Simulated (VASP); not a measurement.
Runs of VASP 6.6.1 on In2Sb. The structure is that of space group P6_3/mmc (No. 194), or close to it. The cells are those of the table. 

```csv
task,cell,k mesh,cutoff (eV),smearing,gap on the mesh (eV),pressure (GPa)
relaxation of shape and atoms at fixed volume,"relaxed from a = 5.500, b = 5.500, c = 6.612 Å, angles 90.0, 90.0, 120.0°, 6 atoms",12 × 12 × 6,600,gaussian 0.1 eV,none,-3.6
single point,"a = 5.232, b = 5.232, c = 6.245 Å, angles 90.0, 90.0, 120.0°, 6 atoms",12 × 12 × 6,520,gaussian 0.1 eV,none,3.5
single point,"a = 5.333, b = 5.333, c = 6.393 Å, angles 90.0, 90.0, 120.0°, 6 atoms",12 × 12 × 8,520,gaussian 0.15 eV,none,(a)
single point,"a = 5.386, b = 5.386, c = 6.456 Å, angles 90.0, 90.0, 120.0°, 6 atoms",12 × 12 × 6,520,gaussian 0.1 eV,none,-1.4
single point,"a = 5.283, b = 5.283, c = 6.320 Å, angles 90.0, 90.0, 120.0°, 6 atoms",12 × 12 × 6,520,gaussian 0.1 eV,none,1.6
```

Alike in all rows: level PBEsol; potentials or basis VASP PAW PBE potentials, release 64 (In_d, Sb); no spin polarisation.

**Question.** Fill in the values left out.

**Answer.** (a) 0.1.

Caveats: the PAW data sets were made with another functional, which shifts forces and pressure a little; spin-orbit coupling is left out, which moves the levels of the heavy elements; the cell stands under pressure (at least some runs).

A k mesh can miss the band edges, and the runs leave out spin-orbit coupling on In, Sb.

A gap of «none» marks levels without a gap at the run's occupations.
